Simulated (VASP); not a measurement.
Write the native input for VASP 6.6.1 that does the following.

```yaml
Task: single point
Functional: PBE
Potentials_or_basis: VASP PAW PBE potentials, release 64 (B, As)
Cutoff: 520 eV
k_mesh: 14 × 14 × 14
Occupations: fermi-dirac, width 0.05 eV
Spin: no spin polarisation
Dipole_correction: no
Further_INCAR_settings: ALGO = Normal; EDIFF = 1e-07; NBANDS = 11
```

The structure of BAs (rocksalt type) lies in POSCAR:

```
BAs
1.0
    0.0000000000      2.3068473380      2.3068473380
    2.3068473380      0.0000000000      2.3068473380
    2.3068473380      2.3068473380      0.0000000000
B As
1 1
Direct
    0.0000000000      0.0000000000      0.0000000000
    0.5000000000      0.5000000000      0.5000000000
```

One way to write it, as run:

INCAR

```
PREC = Accurate
ENCUT = 520
EDIFF = 1E-7
ISMEAR = -1
SIGMA = 0.05
LREAL = False
LASPH = True
NELM = 100
ALGO = Normal
ISIF = 2
LWAVE = False
LCHARG = False
GGA = PE
NBANDS = 11
```

KPOINTS

```
regular mesh
0
Gamma
  14 14 14
```

Potentials or basis: VASP PAW PBE potentials, release 64 (B, As).

Run with:

```console
$ cat potpaw_PBE.64/B/POTCAR potpaw_PBE.64/As/POTCAR > POTCAR
$ mpirun -np 1 vasp_std > vasp.out
```

It gave:

```
Pressure               : 0.3 GPa
Band gap on the k mesh : zero (band 4 reaches 8.85 eV, above the bottom of band 5 at 3.88 eV)
```

Wall time 12 s on 1 thread of AMD EPYC 9R45 (Zen 5), on a shared host, peak memory 0.12 GiB.
